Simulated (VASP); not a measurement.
Crystal: MnS.

```
Mn S
1.0
     0.00000    2.54760    2.54760
     2.54760    0.00000    2.54760
     2.54760    2.54760    0.00000
Mn S
1 1
Cartesian
  0.0000 0.0000 0.0000
  2.5476 2.5476 2.5476
```

```yaml
Program: VASP 6.6.1
Task: relaxation of cell and atoms
Functional: LDA
Potentials_or_basis: VASP PAW LDA potentials, release 64 (Mn_pv, S)
Cutoff: 600 eV
k_mesh: 14 × 14 × 14
Occupations: gaussian, width 0.1 eV
Spin: collinear spin, ferromagnetic start
Starting_moments: "[4.42, 0.14] μB"
```

At the start: pressure -10.4 GPa; volume 16.53 Å³/atom.

**Question.** How do energy, volume and symmetry change on relaxing?

**Answer.** Over 5 steps the energy falls by 118.3 meV/atom and the volume is 13.58 Å³/atom (-17.9 %); space group Fm-3m (No. 225, to 0.1 Å) before and after; moment 3.39 μB per cell.

The path:
```
step  energy change (eV)  largest force (eV/Å)  pressure (GPa)  volume (Å³)
   1              0.0000                0.0000          -10.43        33.07
   2             -0.2265                0.0000           -2.99        28.18
   3             -0.2366                0.0000           -0.20        27.21
   4             -0.2365                0.0000            0.20        27.10
   5             -0.2366                0.0000            0.01        27.17
```

Final structure:
```xyz
2
Lattice="0.0000 2.3860 2.3860 2.3860 0.0000 2.3860 2.3860 2.3860 0.0000" Properties=species:S:1:pos:R:3 pbc="T T T"
Mn    0.0000    0.0000    0.0000
S     2.3860    2.3860    2.3860
```

Caveat: the volume moved by over 15 % at a fixed basis, so the end points are rough; a cell with one magnetic atom can't hold antiferromagnetic order, which such compounds often take.
